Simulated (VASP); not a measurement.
GaP: electric field gradients with LDA

The system is GaP.

```
Ga P
1.0
     0.00000    2.69800    2.72525
     2.69800    0.00000    2.72525
     2.69800    2.69800    0.00000
Ga P
1 1
Direct
  0.00000 0.00000 0.00000
  0.75000 0.75000 0.75000
```

This cell differs from its parent crystal: equal xx and yy strain of -1 %.

```json
{
 "Program": "VASP 6.6.1",
 "Task": "electric field gradients",
 "Functional": "LDA",
 "Potentials or basis": "VASP PAW LDA potentials, release 64 (Ga_d, P)",
 "Cutoff": "520 eV",
 "k mesh": "10 × 10 × 10",
 "Occupations": "fermi-dirac, width 0.05 eV",
 "Spin": "no spin polarisation",
 "Dipole correction": "no",
 "Further INCAR settings": "ALGO = Normal; EDIFF = 1e-08; NBANDS = 16"
}
```

```json
{
 "Pressure": "-1.0 GPa",
 "Band gap on the k mesh": "1.37 eV (least direct gap 1.78 eV)",
 "Largest electric field gradient by atom": "Ga -1.7; P +1.2 V/Å²"
}
```

Stress tensor (GPa, compression positive):
```
-0.74  0.00  0.00
 0.00 -0.74  0.00
 0.00  0.00 -1.54
```

Levels at points of the mesh, in eV from the valence-band top:
```csv
k point,band 5,band 6,band 7,band 8,band 9,band 10,band 11,band 12,band 13,band 14
"(0.00, 0.00, 0.00)",-14.65,-12.68,-0.06,0.00,0.00,1.78,3.76,3.76,3.78,8.56
"(0.50, 0.00, 0.00)",-14.65,-10.53,-6.84,-1.22,-1.14,1.56,4.57,4.65,8.07,10.77
"(0.50, 0.50, 0.00)",-14.63,-9.62,-7.00,-2.75,-2.75,1.49,1.71,10.59,10.59,11.07
"(0.50, 0.00, 0.50)",-14.63,-9.57,-6.93,-2.82,-2.82,1.41,1.61,10.58,10.58,11.16
```

Electric field gradients, principal values (V/Å²):
```csv
atom,least,middle,greatest (by size)
1 Ga,0.862,0.873,-1.735
2 P,-0.618,-0.619,1.237
```

It took 110 s on 1 thread of Intel Xeon 8259CL (shared host), peak memory 0.19 GiB.

Caveat: the cell differs from its parent crystal (equal xx and yy strain of -1 %); without QUAD_EFG the Cq values of the log hold for a quadrupole moment of 1 mb, not for the nuclei. A k mesh can miss the band edges.
